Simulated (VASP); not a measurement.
# MgS (P6_3mc) in VASP: notebook

Runs on MgS. Level: PBEsol. Tasks: relaxation of cell and atoms.

Everything below comes from runs of VASP 6.6.1. Logs are shortened: lines on timing, memory, paths and dates and some standing lists are left out, and cuts for length are marked.

## (1) The cell of the first run

It takes space group P6_3mc (No. 186, hexagonal). Conventional cell: a = 4.035 Å, b = 4.035 Å, c = 6.432 Å, α = 90.00°, β = 90.00°, γ = 120.00°. Within 3.2 Å of S (site symmetry 3m) lie 4 Mg at 2.45 to 2.47 Å. Within 3.2 Å of Mg (site symmetry 3m) lie 4 S at 2.45 to 2.47 Å.

## (2) Relaxation of cell and atoms, PBEsol, target pressure 20 GPa, at which the enthalpy is minimised

Input file INCAR:

```
SYSTEM = MgS
PREC = Accurate ; ENCUT = 600
EDIFF = 1E-6 ; ISMEAR = -1
SIGMA = 0.05 ; LREAL = .False.
LASPH = .True. ; NELM = 80
ALGO = Normal ; ISIF = 3
LWAVE = .False. ; LCHARG = .False.
GGA = PS ; IBRION = 2
NSW = 80 ; EDIFFG = -0.01
PSTRESS = 200.0
```

Input file KPOINTS:

```
Automatic mesh
0
Gamma
  8 8 4
  0 0 0
```

Input file POSCAR:

```
MgS
1.0
    4.0346224068      0.0000000000      0.0000000000
   -2.0173112034      3.4940854990      0.0000000000
    0.0000000000      0.0000000000      6.4322941800
S Mg
2 2
Direct
    0.6666666667      0.3333333333      0.8792441500
    0.3333333333      0.6666666667      0.3792441500
    0.3333333333      0.6666666667      0.9957548500
    0.6666666667      0.3333333333      0.4957548500
```

Potentials or basis: VASP PAW PBE potentials, release 64 (S, Mg).

Command:

```console
> cat potpaw_PBE.64/S/POTCAR potpaw_PBE.64/Mg/POTCAR > POTCAR
> mpirun -np 1 vasp_std > vasp.out
```

OUTCAR:

```text
SYSTEM = MgS
   PREC = Accurate
   ENCUT = 600
   EDIFF = 1E-6
   ISMEAR = -1
   LREAL = .False.
   LASPH = .True.
   NELM = 80
   ISIF = 3
   GGA = PS
   IBRION = 2
   NSW = 80
   EDIFFG = -0.01
   PSTRESS = 200.0

 ion  position               nearest neighbor table
   1  0.667  0.333  0.879-   3 2.45   3 2.45   3 2.45   4 2.47
   2  0.333  0.667  0.379-   4 2.45   4 2.45   4 2.45   3 2.47
   3  0.333  0.667  0.996-   1 2.45   1 2.45   1 2.45   2 2.47
   4  0.667  0.333  0.496-   2 2.45   2 2.45   2 2.45   1 2.47

  LATTYP: Found a hexagonal cell.
 ALAT       =     4.0346224068
 C/A-ratio  =     1.5942741430

  Lattice vectors:

 A1 = (   4.0346224068,   0.0000000000,   0.0000000000)
 A2 = (  -2.0173112034,   3.4940854990,   0.0000000000)
 A3 = (   0.0000000000,   0.0000000000,   6.4322941800)

Analysis of symmetry for initial positions (statically):
=====================================================================
 Subroutine PRICEL returns:
 Original cell was already a primitive cell.

 Routine SETGRP: Setting up the symmetry group for a
 hexagonal supercell.

 Subroutine GETGRP returns: Found 12 space group operations
 (whereof  6 operations were pure point group operations)
 out of a pool of 24 trial point group operations.

The static configuration has the point symmetry C_3v.
 The point group associated with its full space group is C_6v.

Analysis of symmetry for dynamics (positions and initial velocities):
=====================================================================
 Subroutine PRICEL returns:
 Original cell was already a primitive cell.

 Routine SETGRP: Setting up the symmetry group for a
 hexagonal supercell.

 Subroutine GETGRP returns: Found 12 space group operations
 (whereof  6 operations were pure point group operations)
 out of a pool of 24 trial point group operations.

The dynamic configuration has the point symmetry C_3v.
 The point group associated with its full space group is C_6v.

 Subroutine INISYM returns: Found 12 space group operations
 (whereof  6 operations are pure point group operations),
 and found     1 'primitive' translations

----------------------------------------------------------------------------------------

                                     Primitive cell

  volume of cell :      90.6781

  direct lattice vectors                    reciprocal lattice vectors
     4.034622407  0.000000000  0.000000000     0.247854669  0.143098960  0.000000000
    -2.017311203  3.494085499  0.000000000     0.000000000  0.286197919  0.000000000
     0.000000000  0.000000000  6.432294180     0.000000000  0.000000000  0.155465526

  length of vectors
     4.034622407  4.034622407  6.432294180     0.286197919  0.286197919  0.155465526

  position of ions in fractional coordinates (direct lattice)
     0.666666667  0.333333333  0.879244150
     0.333333333  0.666666667  0.379244150
     0.333333333  0.666666667  0.995754850
     0.666666667  0.333333333  0.495754850

  ion indices of the primitive-cell ions
   primitive index   ion index
                 1           1
                 2           2
                 3           3
                 4           4

----------------------------------------------------------------------------------------

 KPOINTS: Automatic mesh

Automatic generation of k-mesh.
 Grid dimensions read from file:
 generate k-points for:    8    8    4

 Generating k-lattice:

  Cartesian coordinates                     Fractional coordinates (reciprocal lattice)
     0.030981834  0.017887370  0.000000000     0.125000000  0.000000000  0.000000000
     0.000000000  0.035774740  0.000000000     0.000000000  0.125000000  0.000000000
     0.000000000  0.000000000  0.038866382     0.000000000  0.000000000  0.250000000

  Length of vectors
     0.035774740  0.035774740  0.038866382

  Shift w.r.t. Gamma in fractional coordinates (k-lattice)
     0.000000000  0.000000000  0.000000000

 Subroutine IBZKPT returns following result:
 ===========================================

 Found     30 irreducible k-points:

 Following reciprocal coordinates:
            Coordinates               Weight
  0.000000  0.000000  0.000000      1.000000
  0.125000  0.000000  0.000000      6.000000
  0.250000  0.000000  0.000000      6.000000
  0.375000  0.000000  0.000000      6.000000
  0.500000  0.000000  0.000000      3.000000
  0.125000  0.125000  0.000000      6.000000
[... 16 lines left out ...]
  0.250000  0.000000  0.500000      6.000000
  0.375000  0.000000  0.500000      6.000000
 [... further k-points ...]
   k-points           NKPTS =     30   k-points in BZ     NKDIM =     30   number of bands    NBANDS=     12
   number of dos      NEDOS =    301   number of ions     NIONS =      4
   total plane-waves  NPLWV =  55296
   dimension x,y,z NGX =    32 NGY =   32 NGZ =   54
   dimension x,y,z NGXF=    64 NGYF=   64 NGZF=  108
   ions per type =               2   2
   NGX,Y,Z   is equivalent  to a cutoff of  13.19, 13.19, 13.96 a.u.
   NGXF,Y,Z  is equivalent  to a cutoff of  26.37, 26.37, 27.91 a.u.
 SYSTEM =  MgS
   PREC   = accura    normal or accurate (medium, high low for compatibility)
   ISTART =      0    job   : 0-new  1-cont  2-samecut
   ICHARG =      2    charge: 1-file 2-atom 10-const
   ISPIN  =      1    spin polarized calculation?
   LNONCOLLINEAR =      F non collinear calculations
   LSORBIT =      F    spin-orbit coupling
   LASPH  =      T    aspherical Exc in radial PAW
   ENCUT  =  600.0 eV  44.10 Ry    6.64 a.u.   8.06  8.06 12.85*2*pi/ulx,y,z
   NELM   =     80;   NELMIN=  2; NELMDL= -5     # of ELM steps
   EDIFF  = 0.1E-05   stopping-criterion for ELM
   LREAL  =      F    real-space projection
   EDIFFG = -.1E-01   stopping-criterion for IOM
   NSW    =     80    number of steps for IOM
   IBRION =      2    ionic relax: 0-MD 1-quasi-New 2-CG
   NFREE  =      1    steps in history (QN), initial steepest desc. (CG)
   ISIF   =      3    stress and relaxation
   ISYM   =      2    0-nonsym 1-usesym 2-fastsym
   POTIM  = 0.5000    time-step for ionic-motion
   TEBEG  =    0.0;   TEEND  =   0.0 temperature during run
   PSTRESS=  200.0 pullay stress
   NELECT =      16.0000    total number of electrons
   NUPDOWN=      -1.0000    fix difference up-down
   EMIN   =  10.00;   EMAX   =-10.00  energy-range for DOS
   EFERMI =   0.00;   METHOD = LEGACY
   ISMEAR =    -1;   SIGMA  =   0.05  broadening in eV -4-tet -1-fermi 0-gaus
   EFERMI_NEDOS =   21; number of points for ismear=-14 and -15
   IALGO  =     38    algorithm
   IMIX   =      4    mixing-type and parameters
     AMIX     =   0.40;   BMIX     =  1.00
     AMIX_MAG =   1.60;   BMIX_MAG =  1.00
  volume/ion in A,a.u.               =      22.67       152.98
  Fermi-wavevector in a.u.,A,eV,Ry     =   0.918221  1.735187 11.471486  0.843130
  Thomas-Fermi vector in A             =   2.043279
   LORBIT       =      0    0 simple, 1 ext, 2 COOP (PROOUT), +10 PAW based schemes
   GGA     = PS    functional components
   LHFCALC =     F    Hartree Fock is set to
   AEXX    =    0.0000 exact exchange contribution
   IVDW    =     0    specifies the selected vdW correction
   LEPSILON=     F    determine dielectric tensor
   LRPA    =     F    only Hartree local field effects (RPA)
 conjugate gradient relaxation of ions
 non-spin polarized calculation
  energy-cutoff  :      600.00
  volume of cell :       90.68
 maximum number of plane-waves:      3054
   NGX = 17   NGY = 17   NGZ = 25

--------------------------------------- Ionic step        1  -------------------------------------------

 number of electron      15.9999998 magnetization

 Free energy of the ion-electron system (eV)
  ---------------------------------------------------
  ext. energy  EPLUGINS =         0.00000000
  ---------------------------------------------------
  free energy    TOTEN  =       -17.87255444 eV

  energy without entropy =      -17.87255444  energy(sigma->0) =      -17.87255444

 E-fermi :   2.1031     XC(G=0):  -8.5700

 val. band max:        1.1363474576   @ k =   0.0000   0.0000   0.0000
 cond. band min:       4.4068411412   @ k =   0.0000   0.0000   0.0000
 fundamental gap:      3.2704936836
 Fermi energy:         2.1031173332

 k-point     1 :       0.0000    0.0000    0.0000
  band No.  band energies     occupation
      1     -10.2773      2.00000
      2      -9.5346      2.00000
      3      -2.1407      2.00000
      4       0.5490      2.00000
      5       0.5490      2.00000
      6       0.9735      2.00000
      7       0.9735      2.00000
      8       1.1363      2.00000
      9       4.4068      0.00000
     10       5.6936      0.00000
     11       8.5210      0.00000
     12       8.5210      0.00000
[... 825 lines left out ...]
  FREE ENERGIE OF THE ION-ELECTRON SYSTEM (eV)
  ---------------------------------------------------
  free  energy   TOTEN  =       -17.0374836346 eV

  energy  without entropy=      -17.0374836346  energy(sigma->0) =      -17.03748363

  enthalpy is  TOTEN    =        -7.9202536388 eV   P V=        9.1172299958

[... ionic steps 4 to 29 ...]

--------------------------------------- Ionic step       30  -------------------------------------------

 number of electron      15.9999999 magnetization

------------------------ aborting loop because EDIFF is reached ----------------------------------------

  FORCE on cell =-STRESS in cart. coord.  units (eV):
  Direction    XX          YY          ZZ          XY          YZ          ZX
  --------------------------------------------------------------------------------------
  -------------------------------------------------------------------------------------
  Total        8.4530399      8.4530399      8.5674113      0.0000000      0.0000000     -0.0000000
  in kB      199.1863531    199.1863532    201.8813870      0.0000000      0.0000000     -0.0000000
  external PRESSURE =       0.0846978 kB  Pullay stress =     200.0000000 kB
[... 65 lines left out ...]
  enthalpy is  TOTEN    =        -8.5537904753 eV   P V=        8.4959562259

--------------------------------------- Ionic step       32  -------------------------------------------

 number of electron      15.9999999 magnetization

 Free energy of the ion-electron system (eV)
  ---------------------------------------------------
  ext. energy  EPLUGINS =         0.00000000
  ---------------------------------------------------
  free energy    TOTEN  =       -17.04381876 eV

  energy without entropy =      -17.04381876  energy(sigma->0) =      -17.04381876

 E-fermi :   5.1791     XC(G=0):  -9.7451

 val. band max:        4.1986860142   @ k =   0.0000   0.0000   0.0000
 cond. band min:       7.2498789738   @ k =   0.5000   0.0000   0.0000
 fundamental gap:      3.0511929596
 Fermi energy:         5.1790862323

 k-point     1 :       0.0000    0.0000    0.0000
  band No.  band energies     occupation
      1      -9.3703      2.00000
      2      -7.0874      2.00000
      3      -0.8350      2.00000
      4       1.5455      2.00000
      5       1.5455      2.00000
      6       3.0182      2.00000
      7       3.0182      2.00000
      8       4.1987      2.00000
      9       7.5013      0.00000
     10       7.9890      0.00000
     11      10.2191      0.00000
     12      10.2191      0.00000
[... 376 lines left out ...]
  FREE ENERGIE OF THE ION-ELECTRON SYSTEM (eV)
  ---------------------------------------------------
  free  energy   TOTEN  =       -17.0438187611 eV

  energy  without entropy=      -17.0438187611  energy(sigma->0) =      -17.04381876

  enthalpy is  TOTEN    =        -8.5538358835 eV   P V=        8.4899828776

 reached required accuracy - stopping structural energy minimisation
```

It took 4.6 min on 1 thread of Intel Xeon 6975P-C (Granite Rapids), shared host; peak memory 0.26 GiB.

What came out:

* Free energy: -17.0438 eV
* Relaxed volume: 17.00 Å³/atom
* Relaxed cell: a = 4.007 Å, b = 4.007 Å, c = 4.890 Å, α = 90.00°, β = 90.00°, γ = 120.00°
* Space group after relaxing (to 0.1 Å): P6_3/mmc (No. 194)
* Energy change on relaxing (the run minimises the enthalpy): +207.2 meV/atom
* Ionic steps: 32
* Pressure after relaxing: 20.0 GPa
* Largest force after relaxing: 0.005 eV/Å
* Band gap on the k mesh: 3.05 eV (least direct gap 3.30 eV)

Forces on the atoms (eV/Å):
```
S    0.000  0.000  0.005
S    0.000  0.000  0.005
Mg   0.000  0.000 -0.005
Mg   0.000  0.000 -0.005
```

The path:
```
step  energy change (eV)  largest force (eV/Å)  pressure (GPa)  volume (Å³)
   1              0.0000                0.0451           -0.36        90.68
   2              4.3736                0.2271           63.25        57.88
   3              0.8351                0.0274           18.78        73.04
   4              0.9027                0.0317           19.78        72.47
   5              0.9449                0.0343           20.39        72.14
   6              0.8904                0.1290           19.59        72.56
   7              0.8856                0.1376           19.52        72.59
   8              0.8856                0.1439           19.52        72.58
   9              0.8857                0.1676           19.50        72.52
  10              0.8860                0.2335           19.41        72.40
  11              0.8828                0.4299           19.05        72.06
  12              0.8547                0.9787           18.13        71.08
  13              1.4548                0.4923           24.52        67.75
  14              0.9457                1.5258           18.77        70.53
  15              1.0181                1.7004           19.80        69.29
  16              1.1337                1.5330           21.20        68.67
  17              1.0504                1.6768           20.19        69.09
  18              1.0706                1.6470           20.44        68.97
  19              0.9985                1.4309           19.96        69.00
  20              0.8363                0.8954           18.82        69.07
  21              0.7024                0.2259           17.81        69.17
  22              0.6996                0.1777           17.79        69.18
  23              0.6992                0.1631           17.78        69.18
  24              0.7498                0.1486           18.65        68.72
  25              0.8433                0.1194           20.18        67.93
  26              0.8599                0.1142           20.44        67.79
  27              0.8548                0.0952           20.38        67.82
  28              0.8419                0.0334           20.17        67.91
  29              0.8410                0.0280           20.16        67.92
  30              0.8312                0.0184           20.01        67.99
  31              0.8228                0.0100           19.87        68.06
  32              0.8287                0.0045           19.97        68.01
```

Final structure:
```
S Mg
1.0
     4.00741    0.00000    0.00000
    -2.00371    3.47052    0.00000
     0.00000    0.00000    4.89023
S Mg
2 2
Direct
  0.66667 0.33333 0.93742
  0.33333 0.66667 0.43742
  0.33333 0.66667 0.93758
  0.66667 0.33333 0.43758
```

Levels at points of the mesh, in eV from the valence-band top:
| k point | band 5 | band 6 | band 7 | band 8 | band 9 | band 10 | band 11 | band 12 |
| --- | --- | --- | --- | --- | --- | --- | --- | --- |
| (0.00, 0.00, 0.00) | -2.65 | -1.18 | -1.18 | 0.00 | 3.30 | 3.79 | 6.02 | 6.02 |
| (0.50, 0.00, 0.00) | -3.48 | -3.04 | -2.24 | -0.96 | 3.05 | 5.85 | 5.94 | 6.10 |
| (0.00, 0.00, 0.50) | -1.97 | -1.97 | -1.97 | -1.97 | 5.06 | 5.06 | 5.79 | 5.79 |
| (0.50, 0.00, 0.50) | -2.49 | -2.49 | -1.21 | -1.21 | 4.47 | 4.47 | 6.81 | 6.81 |

Caveat: the cell is relaxed towards a set pressure, so the run minimises the enthalpy, not the energy; the volume moved by over 15 % at a fixed basis, so the end points are rough; the PAW data sets were made with another functional, which shifts forces and pressure a little. A k mesh can miss the band edges.

## (3) Relaxation of cell and atoms, PBEsol, target pressure 30 GPa, at which the enthalpy is minimised

Input file INCAR:

```
PREC = Accurate
ENCUT = 600
EDIFF = 1E-6
ISMEAR = -1
SIGMA = 0.05
LREAL = F
LASPH = T
NELM = 60
ALGO = Normal
ISIF = 3
LWAVE = F
LCHARG = F
GGA = PS
IBRION = 2
NSW = 80
EDIFFG = -0.01
PSTRESS = 300.0
```

Input file KPOINTS:

```
regular mesh
0
Gamma
  8 8 4
```

POSCAR is that of step 2.

Potentials or basis: VASP PAW PBE potentials, release 64 (S, Mg).

Command:

```console
> cat potpaw_PBE.64/S/POTCAR potpaw_PBE.64/Mg/POTCAR > POTCAR
> mpirun -np 1 vasp_std > vasp.out
```

Run time: 5.8 min. Hardware: 1 thread of Intel Xeon 6975P-C (Granite Rapids), shared host; peak memory 0.27 GiB.

It converged, with:

```
Free energy                                                : -16.3812 eV
Relaxed volume                                             : 15.93 Å³/atom
Relaxed cell                                               : a = 3.922 Å, b = 3.922 Å, c = 4.783 Å, α = 90.00°, β = 90.00°, γ = 120.00°
Space group after relaxing (to 0.1 Å)                      : P6_3/mmc (No. 194)
Energy change on relaxing (the run minimises the enthalpy) : +372.8 meV/atom
Ionic steps                                                : 43
Pressure after relaxing                                    : 29.9 GPa
Largest force after relaxing                               : 0.006 eV/Å
Band gap on the k mesh                                     : 2.95 eV (least direct gap 3.39 eV)
```

Forces in eV/Å, atoms in the order of the input:
```
S    0.000  0.000  0.006
S    0.000  0.000  0.006
Mg   0.000  0.000 -0.006
Mg   0.000  0.000 -0.006
```

Step by step:
```
step  energy change (eV)  largest force (eV/Å)  pressure (GPa)  volume (Å³)
   1              0.0000                0.0451           -0.36        90.68
   3              1.2796                0.0327           25.09        69.77
   5              1.6487                0.0497           30.01        67.62
   7              1.6516                0.3536           30.01        67.58
   9              1.6482                0.3947           29.96        67.55
  11              1.6312                0.6222           29.58        67.42
  13              1.5598                1.8618           27.90        66.12
  15              1.8326                2.7491           29.79        65.89
  17              1.9702                3.0600           31.11        65.08
  19              2.0579                3.0307           32.07        64.71
  21              2.0572                3.0072           32.07        64.71
  23              2.0583                2.8944           32.10        64.69
  25              2.0485                2.8699           32.03        64.70
  27              2.0051                2.7620           31.74        64.72
  29              1.8460                2.3584           30.64        64.81
  31              1.4094                1.1372           27.42        65.16
  33              1.2608                0.2305           26.53        65.09
  35              1.5307                0.1655           30.44        63.54
  37              1.5175                0.0800           30.30        63.58
  39              1.5139                0.0427           30.25        63.60
  41              1.4986                0.0263           30.04        63.68
  43              1.4914                0.0056           29.93        63.72
```

Final structure:
```
S Mg
1.0
     3.92183    0.00000    0.00000
    -1.96092    3.39641    0.00000
     0.00000    0.00000    4.78345
S Mg
2 2
Direct
  0.66667 0.33333 0.93742
  0.33333 0.66667 0.43742
  0.33333 0.66667 0.93758
  0.66667 0.33333 0.43758
```

Levels at points of the mesh, in eV from the valence-band top:
```tsv
k point	band 6	band 7	band 8	band 9	band 10	band 11
(0.00, 0.00, 0.00)	-1.31	-1.31	0.00	3.39	4.04	6.03
(0.50, 0.00, 0.00)	-3.22	-2.47	-1.03	2.95	5.75	5.76
(0.00, 0.00, 0.50)	-2.15	-2.15	-2.15	5.17	5.17	5.73
(0.50, 0.00, 0.50)	-2.71	-1.36	-1.36	4.47	4.47	6.90
```

Caveat: the cell is relaxed towards a set pressure, so the run minimises the enthalpy, not the energy; the volume moved by over 15 % at a fixed basis, so the end points are rough; the PAW data sets were made with another functional, which shifts forces and pressure a little. A k mesh can miss the band edges.
